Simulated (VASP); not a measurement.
A run of VASP 6.6.1:

File INCAR:

```
ALGO = Normal
EDIFF = 1E-8
ENCUT = 520
GGA = PS
ISIF = 2
ISMEAR = -1
LASPH = True
LCHARG = False
LEFG = True
LREAL = False
LWAVE = False
NBANDS = 7
NELM = 100
PREC = Accurate
SIGMA = 0.03
```

File KPOINTS:

```
k-points
0
Gamma
  23 23 23
```

Contents of POSCAR:

```
Be
1.0
   -1.2489298800      1.2489298800      1.2489298800
    1.2489298800     -1.2489298800      1.2489298800
    1.2489298800      1.2489298800     -1.2489298800
Be
1
Direct
    0.0000000000      0.0000000000      0.0000000000
```

Potentials or basis: VASP PAW PBE potentials, release 64 (Be).

Run with:

```console
$ cat potpaw_PBE.64/Be/POTCAR > POTCAR
$ mpirun -np 1 vasp_std > vasp.out
```

Hardware: 1 thread of AMD EPYC 7R13, on a shared host.

Q: Estimate the wall time of this run.

A: Wall time 24 s on 1 thread of AMD EPYC 7R13, on a shared host, peak memory 0.09 GiB. Counts: scf iterations 12, k points 364.
